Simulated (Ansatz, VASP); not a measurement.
# Pt in VASP and in Ansatz

Contents of INCAR:

```
ALGO = Fast ; EDIFF = 1E-6
ENCUT = 520 ; ISIF = 2
ISMEAR = 0 ; LASPH = True
LCHARG = False ; LREAL = False
LWAVE = False ; NBANDS = 11
NELM = 100 ; PREC = Accurate
SIGMA = 0.15
```

File KPOINTS:

```
k-points
0
Gamma
  20 20 20
```

Contents of POSCAR:

```
Pt
1.0
   -0.1946767288      1.8299612511      1.8299612511
    1.8299612511     -0.1946767288      1.8299612511
    1.8299612511      1.8299612511     -0.1946767288
Pt
1
Direct
    0.0000000000      0.0000000000      0.0000000000
```

Input for Ansatz:

```yaml
crystal:
  lattice:
    - [-0.1946767288, 1.8299612511, 1.8299612511]
    - [1.8299612511, -0.1946767288, 1.8299612511]
    - [1.8299612511, 1.8299612511, -0.1946767288]
  atoms:
    - { symbol: Pt, position: [0.0, 0.0, 0.0] }
basis:
  ecutwfc: 420
kpoints:
  mp_grid: { grid: [20, 20, 20] }
hamiltonian:
  xc: lda
  pseudopotentials: { kind: paw, azcp: { folder: soft_1 } }
scf:
  occupations: { method: gaussian, width: 0.15 }
output:
  forces: true
  stress: true
  eigenvalues: true
```

Change from the starting cell: equal engineering shear yz, xz and xy -0.1000, equal normal strain along x, y and z -0.0100.

Alike in both runs: task single point; functional LDA; k mesh 20 × 20 × 20; occupations gaussian, width 0.15 eV; no spin polarisation.

|  | VASP | Ansatz |
| --- | --- | --- |
| version | VASP 6.6.1 | Ansatz 0.2.0 |
| potentials or method | VASP PAW LDA potentials, release 64 (Pt), cutoff 520 eV | scalar-relativistic, plane waves, PAW |
| valence electrons in the cell | 10 | 18 |

|  | VASP | Ansatz | Ansatz less VASP |
| --- | --- | --- | --- |
| gap on the k mesh at the Fermi level (eV) | none | none | - |
| pressure (GPa) | 22.2 | 21.1 | -1.02 |
| traceless stress, the component that is largest in VASP (GPa) | 11.71 | 11.57 | -0.135 |

Ansatz warns that its potentials were made for another functional, while VASP's fit it. LDA's correlation is that of Perdew and Zunger in VASP and of Perdew and Wang (1992) in Ansatz. A gap of «none» marks a metal or a gap that the smearing closes. VASP's potentials hold 10 valence electrons a cell and Ansatz's 18, so a difference there can come from the potentials and not from the codes.

Neither program's run includes spin-orbit coupling.
